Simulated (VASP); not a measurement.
Runs of VASP 6.6.1 on Hg. The structure is that of space group P6/mmm (No. 191), or close to it. The cells are those of the table. 

```csv
task,potentials or basis,cell,cutoff (eV),gap on the mesh (eV),pressure (GPa)
single point,"VASP PAW PBE potentials, release 64 (Hg)","a = 4.540, b = 4.540, c = 3.947 Å, angles 90.0, 90.0, 120.0°, 3 atoms",520,none,7.9
electric field gradients,"VASP PAW PBE potentials, release 64 (Hg_sv_GW)","a = 4.600, b = 4.600, c = 3.921 Å, angles 90.0, 90.0, 120.0°, 3 atoms",410,none,2.4
single point,"VASP PAW PBE potentials, release 64 (Hg)","a = 4.540, b = 4.540, c = 3.831 Å, angles 90.0, 90.0, 120.0°, 3 atoms",520,none,9.0
electric field gradients,"VASP PAW PBE potentials, release 64 (Hg)","a = 4.540, b = 4.540, c = 3.831 Å, angles 90.0, 90.0, 120.0°, 3 atoms",520,none,9.0
electric field gradients,"VASP PAW PBE potentials, release 64 (Hg_sv_GW)","a = 4.495, b = 4.495, c = 3.870 Å, angles 90.0, 90.0, 120.0°, 3 atoms",410,none,7.2
single point,"VASP PAW PBE potentials, release 64 (Hg)","a = 4.540, b = 4.540, c = 3.909 Å, angles 90.0, 90.0, 120.0°, 3 atoms",520,none,8.2
electric field gradients,"VASP PAW PBE potentials, release 64 (Hg)","a = 4.540, b = 4.540, c = 3.870 Å, angles 90.0, 90.0, 120.0°, 3 atoms",520,none,8.6
single point,"VASP PAW PBE potentials, release 64 (Hg)","a = 4.540, b = 4.540, c = 3.870 Å, angles 90.0, 90.0, 120.0°, 3 atoms",520,none,8.6
electric field gradients,"VASP PAW PBE potentials, release 64 (Hg)","a = 4.540, b = 4.540, c = 3.947 Å, angles 90.0, 90.0, 120.0°, 3 atoms",520,none,7.9
single point,"VASP PAW PBE potentials, release 64 (Hg)","a = 4.540, b = 4.540, c = 3.793 Å, angles 90.0, 90.0, 120.0°, 3 atoms",520,none,(a)
```

Alike in all rows: level PBEsol; no spin polarisation; k mesh 8 × 8 × 9; smearing fermi-dirac 0.05 eV.

Q: Fill in the values left out.

A: (a) 9.5.

Caveats: the PAW data sets were made with another functional, which shifts forces and pressure a little; spin-orbit coupling is left out, which moves the levels of the heavy elements; the cell stands under pressure (at least some runs).

A k mesh can miss the band edges, and the runs leave out spin-orbit coupling on Hg.

A gap of «none» marks levels without a gap at the run's occupations.

The runs don't all hold the same shells in valence.
